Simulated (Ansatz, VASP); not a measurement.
CsMgF3: VASP beside Ansatz

File INCAR:

```
PREC = Accurate
ENCUT = 520
EDIFF = 1E-6
ISMEAR = 0
SIGMA = 0.05
LREAL = F
LASPH = T
NELM = 80
ALGO = Normal
ISIF = 2
LWAVE = F
LCHARG = F
GGA = CA
NBANDS = 24
```

KPOINTS

```
regular mesh
0
Gamma
  6 6 6
```

The input POSCAR:

```
CsMgF3
1.0
    4.2523070000      0.0000000000      0.0000000000
    0.0000000000      4.2523070000      0.0000000000
    0.0000000000      0.0000000000      4.2523070000
Cs Mg F
1 1 3
Direct
    0.0000000000      0.0000000000      0.0000000000
    0.5000000000      0.5000000000      0.5000000000
    0.0000000000      0.5083143901      0.5083143901
    0.5000000000      0.0083143901      0.5083143901
    0.5000000000      0.5083143901      0.0083143901
```

Input for Ansatz:

```yaml
crystal:
  lattice:
    - [4.252307, 0.0, 0.0]
    - [0.0, 4.252307, 0.0]
    - [0.0, 0.0, 4.252307]
  atoms:
    - { symbol: Cs, position: [0.0, 0.0, 0.0] }
    - { symbol: Mg, position: [0.5, 0.5, 0.5] }
    - { symbol: F, position: [0.0, 0.5083143901, 0.5083143901] }
    - { symbol: F, position: [0.5, 0.0083143901, 0.5083143901] }
    - { symbol: F, position: [0.5, 0.5083143901, 0.0083143901] }
basis:
  ecutwfc: 420
kpoints:
  mp_grid: { grid: [6, 6, 6] }
hamiltonian:
  xc: lda
scf:
  occupations: { method: gaussian, width: 0.05 }
output:
  forces: true
  stress: true
  eigenvalues: true
```

Change from the starting cell: all F atoms moved -0.050 Å, as atom 3 towards its neighbour atom 1 (Cs) at 3.007 Å.

Alike in both runs: task single point; functional LDA; k mesh 6 × 6 × 6; occupations gaussian, width 0.05 eV; no spin polarisation.

```csv
,VASP,Ansatz
version,VASP 6.6.1,Ansatz 0.2.0
potentials or method,"VASP PAW LDA potentials, release 64 (Cs_sv, Mg, F), cutoff 520 eV","scalar-relativistic, plane waves, PAW"
valence electrons in the cell,32,40
```

```tsv
	VASP	Ansatz	Ansatz less VASP
gap on the k mesh at the Fermi level (eV)	6.35	6.38	+0.031
least direct gap on the mesh (eV)	6.35	6.38	+0.031
pressure (GPa)	-7.2	-6.7	+0.49
traceless stress, the component that is largest in VASP (GPa)	-0.05	-0.05	0.000
rms of the force components (eV/Å)	0.053	0.051	-0.0016
```

LDA's correlation is that of Perdew and Zunger in VASP and of Perdew and Wang (1992) in Ansatz. Atom by atom the forces differ by 0.002 eV/Å (rms over components). VASP's potentials hold 32 valence electrons a cell and Ansatz's 40, so a difference there can come from the potentials and not from the codes.

Spin-orbit coupling is off throughout.
